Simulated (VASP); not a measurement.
Wanted: the native input for a VASP 6.6.1 run.

| Item | Value |
| --- | --- |
| Task | single point |
| Functional | PBE |
| Potentials or basis | VASP PAW PBE potentials, release 64 (In_d, Se) |
| Cutoff | 520 eV |
| k mesh | 7 × 7 × 7 |
| Occupations | fermi-dirac, width 0.01 eV |
| Spin | no spin polarisation |
| Dipole correction | no |
| Further INCAR settings | ALGO = Normal; EDIFF = 1e-06; NBANDS = 27 |

The structure of InSe lies in POSCAR:

```
InSe
1.0
    1.9999996503      1.1547003365      8.1503366000
   -1.9999996503      1.1547003365      8.1503366000
    0.0000000000     -2.3094006730      8.1503366000
In Se
2 2
Direct
    0.0000000000      0.0000000000      0.0000000000
    0.1122000000      0.1122000000      0.1122000000
    0.6155000000      0.6155000000      0.6155000000
    0.8300000000      0.8300000000      0.8300000000
```

This cell differs from its parent crystal: zz strain of -2 %.

These files were run (other wordings do the same):

INCAR

```
PREC = Accurate
ENCUT = 520
EDIFF = 1E-6
ISMEAR = -1
SIGMA = 0.01
LREAL = F
LASPH = T
NELM = 80
ALGO = Normal
ISIF = 2
LWAVE = F
LCHARG = T
GGA = PE
LELF = T
LVHAR = T
NBANDS = 27
```

KPOINTS

```
Automatic mesh
0
Gamma
  7 7 7
```

Potentials or basis: VASP PAW PBE potentials, release 64 (In_d, Se).

Command:

```bash
$ cat potpaw_PBE.64/In_d/POTCAR potpaw_PBE.64/Se/POTCAR > POTCAR
$ mpirun -np 1 vasp_std > vasp.out
```

Results of the run:

```yaml
Pressure: 4.1 GPa
Largest_force: 0.334 eV/Å
Band_gap_on_the_k_mesh: 0.71 eV
```

Caveat: the cell differs from its parent crystal (zz strain of -2 %); the cell stands under pressure; spin-orbit coupling is left out, which moves the levels of the heavy elements.

Wall time 17 min on 1 thread of Intel Xeon 8259CL, with other jobs on the host, peak memory 0.57 GiB.
